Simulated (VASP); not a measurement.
## Ta3N: single point with r2SCAN

Crystal: Ta3N.

```
CELL_PARAMETERS angstrom
3.09169 0.00000 0.00000
-1.54585 2.67749 0.00000
0.00000 0.00000 7.67171
ATOMIC_POSITIONS crystal
Ta 0.66667 0.33333 0.82607
Ta 0.33333 0.66667 0.17393
Ta 0.00000 0.00000 0.50000
N 0.00000 0.00000 0.00000
```

| Property | Result |
| --- | --- |
| Program | VASP 6.6.1 |
| Task | single point |
| Functional | r2SCAN |
| Potentials or basis | VASP PAW PBE potentials, release 64 (Ta_pv, N) |
| Cutoff | 520 eV |
| k mesh | 10 × 10 × 4 |
| Occupations | fermi-dirac, width 0.05 eV |
| Spin | no spin polarisation |

| Property | Result |
| --- | --- |
| Pressure | -16.0 GPa |
| Largest force | 0.319 eV/Å |
| Band gap on the k mesh | zero (band 19 reaches 6.27 eV, above the bottom of band 20 at 5.85 eV) |

Forces in eV/Å, atoms in the order of the input:
```
Ta   0.000  0.000  0.319
Ta   0.000  0.000 -0.319
Ta   0.000  0.000  0.000
N    0.000  0.000  0.000
```

Stress tensor (GPa, compression positive):
```
-16.58   0.00   0.00
  0.00 -16.58   0.00
  0.00   0.00 -14.79
```

Levels at points of the mesh, in eV from the Fermi level:
```tsv
k point	band 16	band 17	band 18	band 19	band 20	band 21	band 22	band 23
(0.00, 0.00, 0.00)	-1.69	-0.36	-0.36	-0.26	0.32	0.32	0.89	1.81
(0.50, 0.00, 0.00)	-3.13	-1.43	-0.52	0.09	0.61	0.75	3.37	3.91
(0.00, 0.00, 0.50)	-1.32	-1.12	-0.16	-0.16	0.55	0.55	1.18	1.31
(0.50, 0.00, 0.50)	-2.92	-1.59	-1.27	-0.06	0.86	1.28	2.36	4.25
```

Run time: 2.1 min on 1 thread of Intel(R) Xeon(R) 6975P-C (Granite Rapids) (shared host), peak memory 0.23 GiB.

Caveat: the PAW data sets were made with another functional, which shifts forces and pressure a little; spin-orbit coupling is left out, which moves the levels of the heavy elements.
